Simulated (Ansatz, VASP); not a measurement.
NbSi2 in VASP and in Ansatz

```
Nb Si
1.0
     4.74411    0.00000    0.00000
    -2.37206    4.10852    0.00000
     0.00000    0.00000    6.53730
Nb Si
3 6
Direct
  0.50000 0.00000 0.50000
  0.50000 0.50000 0.83333
  0.00000 0.50000 0.16667
  0.15960 0.31921 0.50000
  0.84040 0.15960 0.83333
  0.68079 0.84040 0.16667
  0.84040 0.68079 0.50000
  0.15960 0.84040 0.83333
  0.31921 0.15960 0.16667
```

Alike in both runs: functional LDA; k mesh 9 × 9 × 6; occupations gaussian, width 0.1 eV; no spin polarisation.

Ansatz relaxed the structure, and its values are those at the end. VASP's run is a single point on that final structure, the one shown.

|  | VASP | Ansatz |
| --- | --- | --- |
| version | VASP 6.6.1 | Ansatz 0.2.0 |
| potentials or method | VASP PAW LDA potentials, release 64 (Nb_sv, Si), cutoff 520 eV | scalar-relativistic, plane waves, PAW |
| valence electrons in the cell | 63 | 63 |

|  | VASP | Ansatz | Ansatz less VASP |
| --- | --- | --- | --- |
| gap on the k mesh at the Fermi level (eV) | none | none | - |
| pressure (GPa) | 0.0 | 0.0 | -0.04 |

LDA's correlation is that of Perdew and Zunger in VASP and of Perdew and Wang (1992) in Ansatz. A gap of «none» marks a metal or a gap that the smearing closes.
